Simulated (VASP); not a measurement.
The system is TiAl3Ni2.

```
CELL_PARAMETERS angstrom
2.88716 0.00645 0.02555
0.01291 5.73562 -0.03225
0.08634 -0.05448 9.56210
ATOMIC_POSITIONS crystal
Ti 0.49933 0.23487 0.50082
Ti 0.48223 0.75553 0.51199
Al 0.03315 0.51786 0.99469
Al 0.04463 0.01027 0.99589
Al 0.97340 0.51010 0.30412
Al 0.01373 0.99519 0.28235
Al 0.97459 0.99456 0.70948
Al 0.01465 0.46410 0.68842
Ni 0.47313 0.24723 0.16003
Ni 0.47453 0.75965 0.15143
Ni 0.46385 0.27830 0.85674
Ni 0.55278 0.73234 0.84403
```

- Program: VASP 6.6.1
- Task: relaxation of cell and atoms
- Functional: PBE
- Potentials or basis: VASP PAW PBE potentials, release 64 (Ti_sv, Al, Ni)
- Cutoff: 600 eV
- k mesh: 8 × 4 × 2
- Occupations: gaussian, width 0.2 eV
- Spin: no spin polarisation

At the start: pressure 5.7 GPa; volume 13.19 Å³/atom.

Q: Where does the relaxation end?

A: Over 15 steps the energy falls by 87.1 meV/atom and the volume is 13.47 Å³/atom (+2.1 %); space group P1 (No. 1, to 0.1 Å) before, P4/mmm (No. 123, to 0.1 Å).

Step by step:
```
step  energy change (eV)  largest force (eV/Å)  pressure (GPa)  volume (Å³)
   1              0.0000                2.1612            5.66       158.33
   2             -0.6048                0.7634           -5.27       169.21
   3             -0.6092                0.8088           -4.50       168.23
   4             -0.8816                0.4934           -0.30       162.18
   5             -0.9037                0.4731            1.61       159.94
   6             -0.9800                0.3340            0.38       161.15
   7             -0.9957                0.2813           -0.43       162.07
   8             -1.0245                0.2044            0.14       161.37
   9             -1.0331                0.1817            0.75       160.69
  10             -1.0396                0.0915           -0.77       162.44
  11             -1.0405                0.1072           -0.40       161.99
  12             -1.0443                0.0511            0.08       161.43
  13             -1.0443                0.0556            0.12       161.38
  14             -1.0450                0.0271           -0.07       161.60
  15             -1.0450                0.0226           -0.11       161.66
```

Final structure:
```cif
data_structure
_symmetry_space_group_name_H-M 'P 1'
_symmetry_Int_Tables_number 1
_cell_length_a 2.8992
_cell_length_b 5.7943
_cell_length_c 9.6233
_cell_angle_alpha 90.011
_cell_angle_beta 89.999
_cell_angle_gamma 90.000
_cell_volume 161.66
loop_
_atom_site_label
_atom_site_type_symbol
_atom_site_fract_x
_atom_site_fract_y
_atom_site_fract_z
_atom_site_occupancy
Ti1 Ti 0.50044 0.25042 0.49975 1
Ti2 Ti 0.50007 0.74998 0.50011 1
Al1 Al 0.00019 0.50005 0.00004 1
Al2 Al 0.99989 0.99990 0.00006 1
Al3 Al 0.99986 0.50039 0.29776 1
Al4 Al 0.99970 0.00013 0.29832 1
Al5 Al 0.00004 0.00023 0.70169 1
Al6 Al 0.99981 0.49945 0.70221 1
Ni1 Ni 0.50004 0.24976 0.14870 1
Ni2 Ni 0.49934 0.74992 0.14850 1
Ni3 Ni 0.50009 0.24935 0.85176 1
Ni4 Ni 0.50054 0.75040 0.85108 1
```
